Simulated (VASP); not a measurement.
Input of a VASP 6.6.1 run:

Contents of INCAR:

```
SYSTEM = NaRu3W4
  ALGO = Normal
  EDIFF = 1E-7
  EDIFFG = -0.04
  ENCUT = 600
  GGA = PE
  IBRION = 2
  ISIF = 3
  ISMEAR = 0
  LASPH = .True.
  LCHARG = .False.
  LREAL = .False.
  LWAVE = .False.
  NELM = 60
  NSW = 90
  PREC = Accurate
  SIGMA = 0.1
```

File KPOINTS:

```
k-points
0
Gamma
  4 4 4
  0 0 0
```

File POSCAR:

```
NaRu3W4
1.0
   -3.1798906400      3.1798906400      3.1798906400
    3.1798906400     -3.1798906400      3.1798906400
    3.1798906400      3.1798906400     -3.1798906400
Na Ru W
1 3 4
Direct
    0.0000000000      0.0000000000      0.0000000000
    0.0000000000      0.5000000000      0.5000000000
    0.5000000000      0.0000000000      0.5000000000
    0.5000000000      0.5000000000      0.0000000000
    0.5000000000      0.5000000000      0.5000000000
    0.0000000000      0.0000000000      0.5000000000
    0.0000000000      0.5000000000      0.0000000000
    0.5000000000      0.0000000000      0.0000000000
```

Potentials or basis: VASP PAW PBE potentials, release 64 (Na_pv, Ru_pv, W_sv).

The run is started by

```console
$ cat potpaw_PBE.64/Na_pv/POTCAR potpaw_PBE.64/Ru_pv/POTCAR potpaw_PBE.64/W_sv/POTCAR > POTCAR
$ mpirun -np 1 vasp_std > vasp.out
```

(1) What does it give for the band gap on the k mesh?

(2) Predict the relaxed cell.

(3) Estimate the space group after relaxing (to 0.1 Å).

(4) What does it give for the relaxed volume?

## Answers

(1) zero (an odd number of electrons rules out a gap without spin polarisation).

(2) a = 5.432 Å, b = 5.432 Å, c = 5.432 Å, α = 109.47°, β = 109.47°, γ = 109.47°.

(3) Im-3m (No. 229).

(4) 15.42 Å³/atom.

Caveat: spin-orbit coupling is left out, which moves the levels of the heavy elements.
